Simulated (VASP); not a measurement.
# Sn3TeO2 (P6/mmm) in VASP: a series of runs

The runs below take Sn3TeO2 through single point, with PBE.

Program: VASP 6.6.1. These are calculated values, not measurements. Logs are shortened: lines on timing, memory, paths and dates and some standing lists are left out, and cuts for length are marked.

### 1 The cell of the first run

The structure is hexagonal, space group P6/mmm (No. 191). Conventional cell: a = 6.655 Å, b = 6.655 Å, c = 3.329 Å, α = 90.00°, β = 90.00°, γ = 120.00°. Within 3.4 Å of Sn (site symmetry mmm) lie 4 O at 2.54 Å and 6 Sn at 3.33 Å. Within 4.4 Å of Te (site symmetry 6/mmm) lie 2 Te at 3.33 Å and 12 Sn at 3.72 Å and 6 O at 3.84 Å. O (site symmetry -6m2) has 6 Sn at 2.54 Å and 2 O at 3.33 Å within 3.4 Å.

The cell was generated, and may not be a known phase.

### 2 Single point, PBE

Input file INCAR:

```
SYSTEM = Sn3TeO2
  PREC = Accurate
  ENCUT = 520
  EDIFF = 1E-7
  ISMEAR = 0
  SIGMA = 0.1
  LREAL = .FALSE.
  LASPH = .TRUE.
  NELM = 100
  ALGO = Normal
  ISIF = 2
  LWAVE = .FALSE.
  LCHARG = .TRUE.
  GGA = PE
  LELF = .TRUE.
  LVHAR = .TRUE.
  NBANDS = 39
```

Input file KPOINTS:

```
Automatic mesh
0
G
  3 3 4
  0 0 0
```

Input file POSCAR:

```
Sn3TeO2
1.0
    6.6546711343      0.0000000000      0.0000000000
   -3.3273355672      5.7631142562      0.0000000000
    0.0000000000      0.0000000000      3.3291903848
Sn Te O
3 1 2
Direct
    0.5000000000      0.5000000000      0.5000000000
    0.5000000000      0.0000000000      0.5000000000
    0.0000000000      0.5000000000      0.5000000000
    0.0000000000      0.0000000000      0.0000000000
    0.6666666667      0.3333333333      0.0000000000
    0.3333333333      0.6666666667      0.0000000000
```

Potentials or basis: VASP PAW PBE potentials, release 64 (Sn_d, Te, O).

The run is started by

```
$ cat potpaw_PBE.64/Sn_d/POTCAR potpaw_PBE.64/Te/POTCAR potpaw_PBE.64/O/POTCAR > POTCAR
$ mpirun -np 1 vasp_std > vasp.out
```

OUTCAR:

```text
SYSTEM = Sn3TeO2
   PREC = Accurate
   ENCUT = 520
   EDIFF = 1E-7
   ISMEAR = 0
   LREAL = .FALSE.
   LASPH = .TRUE.
   NELM = 100
   ISIF = 2
   GGA = PE

 ion  position               nearest neighbor table
   1  0.500  0.500  0.500-   5 2.54   6 2.54   5 2.54   6 2.54   3 3.33   3 3.33   2 3.33   2 3.33
                             4 3.72   4 3.72   4 3.72   4 3.72
   2  0.500  0.000  0.500-   5 2.54   6 2.54   5 2.54   6 2.54   3 3.33   3 3.33   1 3.33   1 3.33
                             4 3.72   4 3.72   4 3.72   4 3.72
   3  0.000  0.500  0.500-   5 2.54   6 2.54   5 2.54   6 2.54   1 3.33   1 3.33   2 3.33   2 3.33
                             4 3.72   4 3.72   4 3.72   4 3.72
   4  0.000  0.000  0.000-   2 3.72   2 3.72   2 3.72   2 3.72   1 3.72   1 3.72   1 3.72   1 3.72
                             3 3.72   3 3.72   3 3.72   3 3.72
   5  0.667  0.333  0.000-   3 2.54   3 2.54   2 2.54   2 2.54   1 2.54   1 2.54
   6  0.333  0.667  0.000-   3 2.54   3 2.54   2 2.54   2 2.54   1 2.54   1 2.54

  LATTYP: Found a hexagonal cell.
 ALAT       =     6.6546711343
 C/A-ratio  =     0.5002787242

  Lattice vectors:

 A1 = (   6.6546711343,   0.0000000000,   0.0000000000)
 A2 = (  -3.3273355672,   5.7631142562,   0.0000000000)
 A3 = (   0.0000000000,   0.0000000000,   3.3291903848)

Analysis of symmetry for initial positions (statically):
=====================================================================
 Subroutine PRICEL returns:
 Original cell was already a primitive cell.

 Routine SETGRP: Setting up the symmetry group for a
 hexagonal supercell.

 Subroutine GETGRP returns: Found 24 space group operations
 (whereof 24 operations were pure point group operations)
 out of a pool of 24 trial point group operations.

The static configuration has the point symmetry D_6h.

Analysis of symmetry for dynamics (positions and initial velocities):
=====================================================================
 Subroutine PRICEL returns:
 Original cell was already a primitive cell.

 Routine SETGRP: Setting up the symmetry group for a
 hexagonal supercell.

 Subroutine GETGRP returns: Found 24 space group operations
 (whereof 24 operations were pure point group operations)
 out of a pool of 24 trial point group operations.

The dynamic configuration has the point symmetry D_6h.

 Subroutine INISYM returns: Found 24 space group operations
 (whereof 24 operations are pure point group operations),
 and found     1 'primitive' translations

----------------------------------------------------------------------------------------

                                     Primitive cell

  volume of cell :     127.6799

  direct lattice vectors                    reciprocal lattice vectors
     6.654671134  0.000000000  0.000000000     0.150270386  0.086758648  0.000000000
    -3.327335567  5.763114256  0.000000000     0.000000000  0.173517296  0.000000000
     0.000000000  0.000000000  3.329190385     0.000000000  0.000000000  0.300373329

  length of vectors
     6.654671134  6.654671134  3.329190385     0.173517296  0.173517296  0.300373329

  position of ions in fractional coordinates (direct lattice)
     0.500000000  0.500000000  0.500000000
     0.500000000  0.000000000  0.500000000
     0.000000000  0.500000000  0.500000000
     0.000000000  0.000000000  0.000000000
     0.666666667  0.333333333  0.000000000
     0.333333333  0.666666667  0.000000000

  ion indices of the primitive-cell ions
   primitive index   ion index
                 1           1
                 2           2
                 3           3
                 4           4
                 5           5
                 6           6

----------------------------------------------------------------------------------------

 KPOINTS: Automatic mesh

Automatic generation of k-mesh.
 Grid dimensions read from file:
 generate k-points for:    3    3    4

 Generating k-lattice:

  Cartesian coordinates                     Fractional coordinates (reciprocal lattice)
     0.050090129  0.028919549  0.000000000     0.333333333  0.000000000  0.000000000
     0.000000000  0.057839099  0.000000000     0.000000000  0.333333333  0.000000000
     0.000000000  0.000000000  0.075093332     0.000000000  0.000000000  0.250000000

  Length of vectors
     0.057839099  0.057839099  0.075093332

  Shift w.r.t. Gamma in fractional coordinates (k-lattice)
     0.000000000  0.000000000  0.000000000

 Subroutine IBZKPT returns following result:
 ===========================================

 Found      9 irreducible k-points:

 Following reciprocal coordinates:
            Coordinates               Weight
  0.000000  0.000000  0.000000      1.000000
  0.333333  0.000000  0.000000      6.000000
  0.333333  0.333333  0.000000      2.000000
  0.000000  0.000000  0.250000      2.000000
  0.333333  0.000000  0.250000     12.000000
  0.333333  0.333333  0.250000      4.000000
  0.000000  0.000000  0.500000      1.000000
  0.333333  0.000000  0.500000      6.000000
  0.333333  0.333333  0.500000      2.000000
   k-points           NKPTS =      9   k-points in BZ     NKDIM =      9   number of bands    NBANDS=     39
   number of dos      NEDOS =    301   number of ions     NIONS =      6
   total plane-waves  NPLWV =  70000
   dimension x,y,z NGX =    50 NGY =   50 NGZ =   28
   dimension x,y,z NGXF=   100 NGYF=  100 NGZF=   56
   ions per type =               3   1   2
   NGX,Y,Z   is equivalent  to a cutoff of  12.49, 12.49, 13.98 a.u.
   NGXF,Y,Z  is equivalent  to a cutoff of  24.98, 24.98, 27.96 a.u.
 SYSTEM =  Sn3TeO2
   PREC   = accura    normal or accurate (medium, high low for compatibility)
   ISTART =      0    job   : 0-new  1-cont  2-samecut
   ICHARG =      2    charge: 1-file 2-atom 10-const
   ISPIN  =      1    spin polarized calculation?
   LNONCOLLINEAR =      F non collinear calculations
   LSORBIT =      F    spin-orbit coupling
   LASPH  =      T    aspherical Exc in radial PAW
   ENCUT  =  520.0 eV  38.22 Ry    6.18 a.u.  12.37 12.37  6.19*2*pi/ulx,y,z
   NELM   =    100;   NELMIN=  2; NELMDL= -5     # of ELM steps
   EDIFF  = 0.1E-06   stopping-criterion for ELM
   LREAL  =      F    real-space projection
   EDIFFG = 0.1E-05   stopping-criterion for IOM
   NSW    =      0    number of steps for IOM
   IBRION =     -1    ionic relax: 0-MD 1-quasi-New 2-CG
   NFREE  =      0    steps in history (QN), initial steepest desc. (CG)
   ISIF   =      2    stress and relaxation
   ISYM   =      2    0-nonsym 1-usesym 2-fastsym
   POTIM  = 0.5000    time-step for ionic-motion
   TEBEG  =    0.0;   TEEND  =   0.0 temperature during run
   PSTRESS=    0.0 pullay stress
   NELECT =      60.0000    total number of electrons
   NUPDOWN=      -1.0000    fix difference up-down
   EMIN   =  10.00;   EMAX   =-10.00  energy-range for DOS
   EFERMI =   0.00;   METHOD = LEGACY
   ISMEAR =     0;   SIGMA  =   0.10  broadening in eV -4-tet -1-fermi 0-gaus
   EFERMI_NEDOS =   21; number of points for ismear=-14 and -15
   IALGO  =     38    algorithm
   IMIX   =      4    mixing-type and parameters
     AMIX     =   0.40;   BMIX     =  1.00
     AMIX_MAG =   1.60;   BMIX_MAG =  1.00
  volume/ion in A,a.u.               =      21.28       143.60
  Fermi-wavevector in a.u.,A,eV,Ry     =   1.272773  2.405193 22.040787  1.619952
  Thomas-Fermi vector in A             =   2.405633
   LORBIT       =      0    0 simple, 1 ext, 2 COOP (PROOUT), +10 PAW based schemes
   GGA     = PE    functional components
   LHFCALC =     F    Hartree Fock is set to
   AEXX    =    0.0000 exact exchange contribution
   IVDW    =     0    specifies the selected vdW correction
   LEPSILON=     F    determine dielectric tensor
   LRPA    =     F    only Hartree local field effects (RPA)
 non-spin polarized calculation
 Gauss-broadening in eV      SIGMA  =   0.10
  energy-cutoff  :      520.00
  volume of cell :      127.68
 maximum number of plane-waves:      3450
 NGX is ok and might be reduce to    50
   NGX = 25   NGY = 25   NGZ = 13

 number of electron      60.0000005 magnetization

 Free energy of the ion-electron system (eV)
  ---------------------------------------------------
  ext. energy  EPLUGINS =         0.00000000
  ---------------------------------------------------
  free energy    TOTEN  =       -27.40209046 eV

  energy without entropy =      -27.39063662  energy(sigma->0) =      -27.39636354

 E-fermi :   7.3742     XC(G=0): -10.2790

 val. band max:        7.3624869848   @ k =   0.3333   0.0000   0.5000
 cond. band min:       7.8386793867   @ k =   0.3333   0.0000   0.5000
 fundamental gap:      0.4761924019
 Fermi energy:         7.3741650577

 k-point     1 :       0.0000    0.0000    0.0000
  band No.  band energies     occupation
      1     -14.6177      2.00000
      2     -14.5996      2.00000
      3     -14.5826      2.00000
      4     -14.5826      2.00000
      5     -14.5094      2.00000
      6     -14.5094      2.00000
[... 31 lines left out ...]
     38      13.6784      0.00000
     39      13.6784      0.00000

 k-point     2 :       0.3333    0.0000    0.0000
  band No.  band energies     occupation
      1     -14.5981      2.00000
      2     -14.5759      2.00000
      3     -14.5686      2.00000
      4     -14.5577      2.00000
      5     -14.5223      2.00000
      6     -14.4970      2.00000
[... 31 lines left out ...]
     38      13.9275      0.00000
     39      13.9920      0.00000

 k-point     3 :       0.3333    0.3333    0.0000
  band No.  band energies     occupation
      1     -14.5779      2.00000
      2     -14.5779      2.00000
      3     -14.5454      2.00000
      4     -14.5348      2.00000
      5     -14.5233      2.00000
      6     -14.5233      2.00000
[... 31 lines left out ...]
     38      13.4773      0.00000
     39      13.5969      0.00000

 k-point     4 :       0.0000    0.0000    0.2500
  band No.  band energies     occupation
      1     -14.5848      2.00000
      2     -14.5739      2.00000
      3     -14.5570      2.00000
      4     -14.5570      2.00000
      5     -14.5197      2.00000
      6     -14.4859      2.00000
[... 31 lines left out ...]
     38      14.0136      0.00000
     39      14.0136      0.00000

 k-point     5 :       0.3333    0.0000    0.2500
  band No.  band energies     occupation
      1     -14.5620      2.00000
      2     -14.5484      2.00000
      3     -14.5403      2.00000
      4     -14.5160      2.00000
      5     -14.5082      2.00000
      6     -14.4840      2.00000
[... 31 lines left out ...]
     38      12.0723      0.00000
     39      13.4534      0.00000

 k-point     6 :       0.3333    0.3333    0.2500
  band No.  band energies     occupation
      1     -14.5310      2.00000
      2     -14.5272      2.00000
      3     -14.5272      2.00000
      4     -14.5081      2.00000
      5     -14.5081      2.00000
      6     -14.4812      2.00000
[... 31 lines left out ...]
     38      11.2477      0.00000
     39      12.1001      0.00000

 k-point     7 :       0.0000    0.0000    0.5000
  band No.  band energies     occupation
      1     -14.6824      2.00000
      2     -14.5533      2.00000
      3     -14.5462      2.00000
      4     -14.5462      2.00000
      5     -14.5154      2.00000
      6     -14.5154      2.00000
[... 31 lines left out ...]
     38      13.0700      0.00000
     39      13.0700      0.00000

 k-point     8 :       0.3333    0.0000    0.5000
  band No.  band energies     occupation
      1     -14.6358      2.00000
      2     -14.5447      2.00000
      3     -14.5180      2.00000
      4     -14.5162      2.00000
      5     -14.5051      2.00000
      6     -14.5051      2.00000
[... 31 lines left out ...]
     38      12.2606      0.00000
     39      13.2030      0.00000

 k-point     9 :       0.3333    0.3333    0.5000
  band No.  band energies     occupation
      1     -14.5700      2.00000
      2     -14.5700      2.00000
      3     -14.5269      2.00000
      4     -14.5085      2.00000
      5     -14.4910      2.00000
      6     -14.4910      2.00000
[... 31 lines left out ...]
     38      11.6414      0.00000
     39      11.6414      0.00000

------------------------ aborting loop because EDIFF is reached ----------------------------------------

  FORCE on cell =-STRESS in cart. coord.  units (eV):
  Direction    XX          YY          ZZ          XY          YZ          ZX
  --------------------------------------------------------------------------------------
  -------------------------------------------------------------------------------------
  Total        0.1632437      0.1632437     -0.1646712     -0.0000000      0.0000000      0.0000000
  in kB        2.0484465      2.0484465     -2.0663584     -0.0000000      0.0000000      0.0000000
  external PRESSURE =       0.6768449 kB  Pullay stress =       0.0000000 kB

 VOLUME and BASIS-vectors are now :
 -----------------------------------------------------------------------------
  energy-cutoff  :      520.00
  volume of cell :      127.68
      direct lattice vectors                 reciprocal lattice vectors
     6.654671134  0.000000000  0.000000000     0.150270386  0.086758648  0.000000000
    -3.327335567  5.763114256  0.000000000     0.000000000  0.173517296  0.000000000
     0.000000000  0.000000000  3.329190385     0.000000000  0.000000000  0.300373329

 POSITION                                       TOTAL-FORCE (eV/Angst)
 -----------------------------------------------------------------------------------
      1.66367      2.88156      1.66460         0.000000      0.000000      0.000000
      3.32734      0.00000      1.66460         0.000000      0.000000      0.000000
     -1.66367      2.88156      1.66460         0.000000      0.000000      0.000000
      0.00000      0.00000      0.00000         0.000000      0.000000      0.000000
      3.32734      1.92104      0.00000         0.000000     -0.000000      0.000000
     -0.00000      3.84208      0.00000        -0.000000      0.000000      0.000000
 -----------------------------------------------------------------------------------
    total drift:                               -0.000000     -0.000000      0.000000

  FREE ENERGIE OF THE ION-ELECTRON SYSTEM (eV)
  ---------------------------------------------------
  free  energy   TOTEN  =       -27.4020904631 eV

  energy  without entropy=      -27.3906366235  energy(sigma->0) =      -27.39636354
```

Wall time 86 s (1 thread of Oxide Virtual Turin-like, shared host); peak memory 0.23 GiB.

What came out:

```yaml
Free_energy: -27.4021 eV
Pressure: 0.1 GPa
Band_gap_on_the_k_mesh: zero (bands 30 and 31 overlap by 1.88 eV)
```

Stress tensor (GPa, compression positive):
```
 0.20  0.00  0.00
 0.00  0.20  0.00
 0.00  0.00 -0.21
```

Caveat: the k points lie up to 0.47 Å⁻¹ apart, too coarse for converged energies and pressures of a metal; spin-orbit coupling is left out, which moves the levels of the heavy elements.

### 3 Single point, PBE

This run uses another cell than the first one, of 23.68 Å³/atom.

Input file INCAR:

```
PREC = Accurate
ENCUT = 520
EDIFF = 1E-6
ISMEAR = 0
SIGMA = 0.1
LREAL = False
LASPH = True
NELM = 60
ALGO = Normal
ISIF = 2
LWAVE = False
LCHARG = False
GGA = PE
NBANDS = 39
```

Input file KPOINTS:

```
regular mesh
0
Gamma
  3 3 4
```

Input file POSCAR:

```
Sn3TeO2
1.0
    6.3124777000      0.0000000000      0.0000000000
   -3.1562388500      5.4667660500      0.0000000000
    0.0000000000      0.0000000000      4.1172892100
Sn Te O
3 1 2
Direct
    0.5000000000      0.5000000000      0.5000000000
    0.5000000000      0.0000000000      0.5000000000
    0.0000000000      0.5000000000      0.5000000000
    0.0000000000      0.0000000000      0.0000000000
    0.6666666700      0.3333333300      0.0000000000
    0.3333333300      0.6666666700      0.0000000000
```

Potentials or basis: VASP PAW PBE potentials, release 64 (Sn_d, Te, O).

The run is started by

```
$ cat potpaw_PBE.64/Sn_d/POTCAR potpaw_PBE.64/Te/POTCAR potpaw_PBE.64/O/POTCAR > POTCAR
$ mpirun -np 1 vasp_std > vasp.out
```

Run time: 79 s. Hardware: 1 thread of Oxide Virtual Turin-like, shared host; peak memory 0.23 GiB.

The run converged. Its results:

```yaml
Free_energy: -25.3363 eV
Pressure: -7.1 GPa
Band_gap_on_the_k_mesh: zero (bands 30 and 31 overlap by 0.18 eV)
```

Stress tensor (GPa, compression positive):
```
 -0.39   0.00   0.00
  0.00  -0.39   0.00
  0.00   0.00 -20.49
```

Levels at points of the mesh, in eV from the Fermi level:
```csv
k point,band 28,band 29,band 30,band 31,band 32,band 33
"(0.00, 0.00, 0.00)",-0.82,-0.30,-0.30,0.06,2.13,2.13
"(0.00, 0.00, 0.50)",-1.42,-1.42,-0.18,-0.18,-0.03,0.74
```

Caveat: the k points lie up to 0.38 Å⁻¹ apart; semilocal functionals underestimate gaps, and a narrow one can read as zero; spin-orbit coupling is left out, which moves the levels of the heavy elements.

The gap in the log of VASP goes by the Fermi energy; the results here count the filled bands.